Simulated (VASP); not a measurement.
# TePb (Fm-3m) in VASP: notebook

The runs below take TePb through single point, with PBE.

All numbers are computed with VASP 6.6.1; they aren't measurements. Logs are shortened: lines on timing, memory, paths and dates and some standing lists are left out, and cuts for length are marked.

## (1) The cell of the first run

Symmetry: Fm-3m, No. 225, cubic system. The conventional cell has a = 6.570 Å, b = 6.570 Å, c = 6.570 Å, α = 90.00°, β = 90.00°, γ = 90.00°. Pb (site symmetry m-3m) has 6 Te at 3.28 Å within 4.3 Å. Te (site symmetry m-3m) has 6 Pb at 3.28 Å within 4.3 Å.

## (2) Single point, PBE, non-collinear spin, zero start, spin-orbit coupling

File INCAR:

```
PREC = Accurate
ENCUT = 520
EDIFF = 1E-6
ISMEAR = 0
SIGMA = 0.05
LREAL = F
LASPH = T
NELM = 150
ALGO = Normal
ISIF = 2
LWAVE = F
LCHARG = F
MAGMOM = 0 0 0 0 0 0
LORBIT = 11
LSORBIT = T
GGA_COMPAT = F
LORBMOM = T
GGA = PE
NBANDS = 32
```

File KPOINTS:

```
Automatic mesh
0
Gamma
  6 6 6
```

File POSCAR:

```
TePb
1.0
    0.0000000000      3.2847681709      3.2847681709
    3.2847681709      0.0000000000      3.2847681709
    3.2847681709      3.2847681709      0.0000000000
Pb Te
1 1
Direct
    0.5000000000      0.5000000000      0.5000000000
    0.0000000000      0.0000000000      0.0000000000
```

Potentials or basis: VASP PAW PBE potentials, release 64 (Pb_d, Te).

The run is started by

```sh
$ cat potpaw_PBE.64/Pb_d/POTCAR potpaw_PBE.64/Te/POTCAR > POTCAR
$ mpirun -np 1 vasp_ncl > vasp.out
```

OUTCAR:

```text
PREC = Accurate
   ENCUT = 520
   EDIFF = 1E-6
   ISMEAR = 0
   LREAL = F
   LASPH = T
   NELM = 150
   ISIF = 2
   LORBIT = 11
   LSORBIT = T
   GGA = PE

 ion  position               nearest neighbor table
   1  0.500  0.500  0.500-   2 3.28   2 3.28   2 3.28   2 3.28   2 3.28   2 3.28
   2  0.000  0.000  0.000-   1 3.28   1 3.28   1 3.28   1 3.28   1 3.28   1 3.28

  LATTYP: Found a face centered cubic cell.
 ALAT       =     6.5695363418

  Lattice vectors:

 A1 = (   0.0000000000,   3.2847681709,   3.2847681709)
 A2 = (   3.2847681709,   0.0000000000,   3.2847681709)
 A3 = (   3.2847681709,   3.2847681709,   0.0000000000)

Analysis of symmetry for initial positions (statically):
=====================================================================
 Subroutine PRICEL returns:
 Original cell was already a primitive cell.

 Routine SETGRP: Setting up the symmetry group for a
 face centered cubic supercell.

 Subroutine GETGRP returns: Found 48 space group operations
 (whereof 48 operations were pure point group operations)
 out of a pool of 48 trial point group operations.

The static configuration has the point symmetry O_h .

Analysis of symmetry for dynamics (positions and initial velocities):
=====================================================================
 Subroutine PRICEL returns:
 Original cell was already a primitive cell.

 Routine SETGRP: Setting up the symmetry group for a
 face centered cubic supercell.

 Subroutine GETGRP returns: Found 48 space group operations
 (whereof 48 operations were pure point group operations)
 out of a pool of 48 trial point group operations.

The dynamic configuration has the point symmetry O_h .

Analysis of structural, dynamic, and magnetic symmetry:
=====================================================================
 Subroutine PRICEL returns:
 Original cell was already a primitive cell.

 Routine SETGRP: Setting up the symmetry group for a
 face centered cubic supercell.

 Subroutine GETGRP returns: Found 48 space group operations
 (whereof 48 operations were pure point group operations)
 out of a pool of 48 trial point group operations.

The overall configuration has the point symmetry O_h .

 Subroutine INISYM returns: Found 48 space group operations
 (whereof 48 operations are pure point group operations),
 and found     1 'primitive' translations

[... 727 lines left out ...]
 -----------------------------------------------------------------------------------
    total drift:                                0.000000      0.000000      0.000000

  FREE ENERGIE OF THE ION-ELECTRON SYSTEM (eV)
  ---------------------------------------------------
  free  energy   TOTEN  =        -8.0474845211 eV

  energy  without entropy=       -8.0472836233  energy(sigma->0) =       -8.04738407

 orbital moment (x)

 # of ion     p       d       tot
 ----------------------------------------
  1        -0.000   0.000   0.000
  2         0.000   0.000   0.000
 ----------------------------------------
           -0.000   0.000   0.000

 orbital moment (y)

 # of ion     p       d       tot
 ----------------------------------------
  1         0.000  -0.000  -0.000
  2         0.000  -0.000  -0.000
 ----------------------------------------
            0.000  -0.000  -0.000

 orbital moment (z)

 # of ion     p       d       tot
 ----------------------------------------
  1         0.000   0.000   0.000
  2         0.000   0.000   0.000
 ----------------------------------------
            0.000   0.000   0.000

 Spin-Orbit-Coupling matrix elements

 Ion:    1  E_soc:     -0.8826527
 l=   1
     0.0000000    -0.0798813    -0.0798813
    -0.0798813     0.0000000    -0.0798813
    -0.0798813    -0.0798813     0.0000000
 l=   2
     0.0000000    -0.0134302     0.0000000    -0.0134302    -0.0537973
    -0.0134302     0.0000000    -0.0403480    -0.0134302    -0.0134493
     0.0000000    -0.0403480     0.0000000    -0.0403480     0.0000000
    -0.0134302    -0.0134302    -0.0403480     0.0000000    -0.0134493
    -0.0537973    -0.0134493     0.0000000    -0.0134493     0.0000000
 l=   3
     0.0000000     0.0000000     0.0000000     0.0000000     0.0000000     0.0000000     0.0000000
     0.0000000     0.0000000     0.0000000     0.0000000     0.0000000     0.0000000     0.0000000
     0.0000000     0.0000000     0.0000000     0.0000000     0.0000000     0.0000000     0.0000000
     0.0000000     0.0000000     0.0000000     0.0000000     0.0000000     0.0000000     0.0000000
     0.0000000     0.0000000     0.0000000     0.0000000     0.0000000     0.0000000     0.0000000
     0.0000000     0.0000000     0.0000000     0.0000000     0.0000000     0.0000000     0.0000000
     0.0000000     0.0000000     0.0000000     0.0000000     0.0000000     0.0000000     0.0000000

 Ion:    2  E_soc:     -0.2115409
 l=   1
     0.0000000    -0.0352842    -0.0352842
    -0.0352842     0.0000000    -0.0352842
    -0.0352842    -0.0352842     0.0000000
 l=   2
     0.0000000    -0.0000078     0.0000000    -0.0000078     0.0000352
    -0.0000078     0.0000000     0.0000264    -0.0000078     0.0000088
     0.0000000     0.0000264     0.0000000     0.0000264     0.0000000
    -0.0000078    -0.0000078     0.0000264     0.0000000     0.0000088
     0.0000352     0.0000088     0.0000000     0.0000088     0.0000000
 l=   3
     0.0000000     0.0000000     0.0000000     0.0000000     0.0000000     0.0000000     0.0000000
     0.0000000     0.0000000     0.0000000     0.0000000     0.0000000     0.0000000     0.0000000
     0.0000000     0.0000000     0.0000000     0.0000000     0.0000000     0.0000000     0.0000000
     0.0000000     0.0000000     0.0000000     0.0000000     0.0000000     0.0000000     0.0000000
     0.0000000     0.0000000     0.0000000     0.0000000     0.0000000     0.0000000     0.0000000
     0.0000000     0.0000000     0.0000000     0.0000000     0.0000000     0.0000000     0.0000000
     0.0000000     0.0000000     0.0000000     0.0000000     0.0000000     0.0000000     0.0000000

 total charge

# of ion       s       p       d       tot
------------------------------------------
    1        1.453   0.576   9.831  11.861
    2        1.377   1.979   0.016   3.371
--------------------------------------------------
tot          2.830   2.555   9.846  15.232

 magnetization (x)

# of ion       s       p       d       tot
------------------------------------------
    1       -0.000  -0.000  -0.000  -0.000
    2        0.000   0.000  -0.000   0.000
--------------------------------------------------
tot          0.000   0.000  -0.000   0.000

 magnetization (y)

# of ion       s       p       d       tot
------------------------------------------
    1        0.000   0.000  -0.000   0.000
    2        0.000   0.000  -0.000   0.000
--------------------------------------------------
tot          0.000   0.000  -0.000   0.000

 magnetization (z)

# of ion       s       p       d       tot
------------------------------------------
    1       -0.000  -0.000  -0.000  -0.000
    2        0.000   0.000   0.000   0.000
--------------------------------------------------
tot         -0.000   0.000  -0.000   0.000
```

OSZICAR:

```text
N       E                     dE             d eps       ncg     rms          rms(c)
DAV:   1     0.192964459597E+03    0.19296E+03   -0.87134E+03  1024   0.122E+03
DAV:   2     0.999606778974E+01   -0.18297E+03   -0.17526E+03  1080   0.345E+02
DAV:   3    -0.738164530505E+01   -0.17378E+02   -0.17044E+02  1344   0.124E+02
DAV:   4    -0.812084231166E+01   -0.73920E+00   -0.73843E+00  1216   0.276E+01
DAV:   5    -0.815782779761E+01   -0.36985E-01   -0.36984E-01  1544   0.602E+00    0.374E+00
DAV:   6    -0.804531219249E+01    0.11252E+00   -0.23232E-01  1400   0.366E+00    0.231E+00
DAV:   7    -0.804465285904E+01    0.65933E-03   -0.65877E-02  1424   0.122E+00    0.148E+00
DAV:   8    -0.804647921935E+01   -0.18264E-02   -0.33926E-03  1320   0.470E-01    0.655E-01
DAV:   9    -0.804737795452E+01   -0.89874E-03   -0.17928E-03  1296   0.514E-01    0.825E-02
DAV:  10    -0.804744833675E+01   -0.70382E-04   -0.17441E-04  1272   0.140E-01    0.342E-02
DAV:  11    -0.804747650724E+01   -0.28170E-04   -0.38617E-05  1216   0.521E-02    0.184E-02
DAV:  12    -0.804748364203E+01   -0.71348E-05   -0.61925E-06  1120   0.180E-02    0.565E-03
DAV:  13    -0.804748477017E+01   -0.11281E-05   -0.31085E-06  1224   0.213E-02    0.416E-03
DAV:  14    -0.804748452105E+01    0.24912E-06   -0.31916E-07   760   0.557E-03
   1 F= -.80474845E+01 E0= -.80473841E+01  d E =-.200898E-03  mag=    -0.0000     0.0000    -0.0000
```

It took 46 s on 1 thread of Intel Xeon 6975P-C (Granite Rapids), shared host; peak memory 0.4 GiB.

What came out:

```
Free energy                                           : -8.0475 eV
Pressure                                              : 0.0 GPa
Net moment                                            : 0.00 μB per cell
Valence electrons inside the program's atomic spheres : Pb 11.86; Te 3.37
```

Moments on the atoms (μB; x, y, z):
```
Pb  0.00 0.00 0.00
Te  0.00 0.00 0.00
```

[end of part 1 of 2]
